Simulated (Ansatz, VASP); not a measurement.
# Cs: VASP beside Ansatz

The input INCAR:

```
SYSTEM = Cs
PREC = Accurate ; ENCUT = 520
EDIFF = 1E-7 ; ISMEAR = -1
SIGMA = 0.05 ; LREAL = .False.
LASPH = .True. ; NELM = 100
ALGO = Normal ; ISIF = 2
LWAVE = .False. ; LCHARG = .True.
GGA = PE ; LELF = .True.
LVHAR = .True. ; NBANDS = 10
```

File KPOINTS:

```
Automatic mesh
0
Gamma
  9 9 9
  0 0 0
```

Contents of POSCAR:

```
Cs
1.0
   -3.0817797558      3.0817797558      3.0817797558
    3.0817797558     -3.0817797558      3.0817797558
    3.0817797558      3.0817797558     -3.0817797558
Cs
1
Direct
    0.0000000000      0.0000000000      0.0000000000
```

Input for Ansatz:

```yaml
crystal:
  lattice:
    - [-3.0817797558, 3.0817797558, 3.0817797558]
    - [3.0817797558, -3.0817797558, 3.0817797558]
    - [3.0817797558, 3.0817797558, -3.0817797558]
  atoms:
    - { symbol: Cs, position: [0.0, 0.0, 0.0] }
kpoints:
  mp_grid: { grid: [9, 9, 9] }
scf:
  occupations: { method: fermi_dirac, width: 0.05 }
hamiltonian:
  xc: pbe
  pseudopotentials: { kind: all_electron, lapw: { basis_error: 0.001 } }
output:
  forces: true
  stress: true
  eigenvalues: true
```

Change from the starting cell: volume scaled by 1.06.

Alike in both runs: task single point; functional PBE; k mesh 9 × 9 × 9; occupations fermi-dirac, width 0.05 eV; no spin polarisation.

|  | VASP | Ansatz |
| --- | --- | --- |
| version | VASP 6.6.1 | Ansatz 0.2.0 |
| potentials or method | VASP PAW PBE potentials, release 64 (Cs_sv), cutoff 520 eV | all-electron LAPW, scalar-relativistic |

```csv
,VASP,Ansatz,Ansatz less VASP
pressure (GPa),0.0,0.0,+0.01
```

Ansatz ran all-electron here, and VASP with PAW potentials.

Spin-orbit coupling is off throughout.
